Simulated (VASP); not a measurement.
Input of a VASP 6.6.1 run:

File INCAR:

```
SYSTEM = Hf2C
PREC = Accurate ; ENCUT = 520
EDIFF = 1E-6 ; ISMEAR = 0
SIGMA = 0.1 ; LREAL = .FALSE.
LASPH = .TRUE. ; NELM = 80
ALGO = Normal ; ISIF = 2
LWAVE = .FALSE. ; LCHARG = .FALSE.
GGA = PE ; NBANDS = 33
```

KPOINTS

```
regular mesh
0
G
  8 8 12
  0 0 0
```

POSCAR

```
Hf2C
1.0
    5.4258937463      0.0000000000      0.0000000000
    0.0000000000      5.4258937463      0.0000000000
    0.0000000000      0.0000000000      3.3585167744
Hf C
4 2
Direct
    0.2974874395      0.2974874395      0.0000000000
    0.7025125605      0.7025125605      0.0000000000
    0.7974874395      0.2025125605      0.5000000000
    0.2025125605      0.7974874395      0.5000000000
    0.0000000000      0.0000000000      0.0000000000
    0.5000000000      0.5000000000      0.5000000000
```

Potentials or basis: VASP PAW PBE potentials, release 64 (Hf_pv, C).

The run is started by

```console
$ cat potpaw_PBE.64/Hf_pv/POTCAR potpaw_PBE.64/C/POTCAR > POTCAR
$ mpirun -np 1 vasp_std > vasp.out
```

(1) Estimate the band gap on the k mesh.

(2) Estimate the largest force.

(3) Predict the pressure.

Answers

(1) zero (bands 24 and 25 overlap by 2.07 eV).

(2) 0.009 eV/Å.

(3) -0.5 GPa.

Caveat: spin-orbit coupling is left out, which moves the levels of the heavy elements.
